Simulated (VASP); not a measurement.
Wanted: the native input for a VASP 6.6.1 run.

* Task: relaxation of cell and atoms
* Functional: PBE
* Potentials or basis: VASP PAW PBE potentials, release 64 (Zn, Sn_d, N)
* Cutoff: 600 eV
* k mesh: 12 × 12 × 14
* Occupations: gaussian, width 0.1 eV
* Spin: no spin polarisation
* Dipole correction: no
* Further INCAR settings: ALGO = Normal; EDIFF = 1e-06; IBRION = 2; EDIFFG = -0.01; NSW = 100; ISIF = 3

The structure of ZnSnN lies in POSCAR:

```
ZnSnN
1.0
    4.1157524923      0.0000000000      0.0000000000
    0.0000000000      4.1157524923      0.0000000000
    0.0000000000      0.0000000000      3.5787633459
Zn Sn N
1 1 1
Direct
    0.5000000000      0.5000000000      0.5000000000
    0.0000000000      0.0000000000      0.5000000000
    0.5000000000      0.5000000000      0.0000000000
```

The cell was generated, and may not be a known phase.

These files were run (other wordings do the same):

INCAR

```
ALGO = Normal
EDIFF = 1E-6
EDIFFG = -0.01
ENCUT = 600
GGA = PE
IBRION = 2
ISIF = 3
ISMEAR = 0
LASPH = True
LCHARG = False
LREAL = False
LWAVE = False
NELM = 100
NSW = 100
PREC = Accurate
SIGMA = 0.1
```

KPOINTS

```
k-points
0
Gamma
  12 12 14
```

Potentials or basis: VASP PAW PBE potentials, release 64 (Zn, Sn_d, N).

Command:

```sh
$ cat potpaw_PBE.64/Zn/POTCAR potpaw_PBE.64/Sn_d/POTCAR potpaw_PBE.64/N/POTCAR > POTCAR
$ mpirun -np 1 vasp_std > vasp.out
```

Results of the run:

| Item | Value |
| --- | --- |
| Relaxed volume | 20.32 Å³/atom |
| Relaxed cell | a = 4.119 Å, b = 4.119 Å, c = 3.593 Å, α = 90.00°, β = 90.00°, γ = 90.00° |
| Space group after relaxing (to 0.1 Å) | P4/mmm (No. 123) |
| Energy gained by relaxing | 0.3 meV/atom |
| Ionic steps | 5 |
| Pressure after relaxing | 0.0 GPa |
| Band gap on the k mesh | zero (an odd number of electrons rules out a gap without spin polarisation) |

Caveat: spin-orbit coupling is left out, which moves the levels of the heavy elements.

Run time: 5.6 min on 1 thread of Intel(R) Xeon(R) 6975P-C (Granite Rapids) (shared host), peak memory 0.48 GiB.
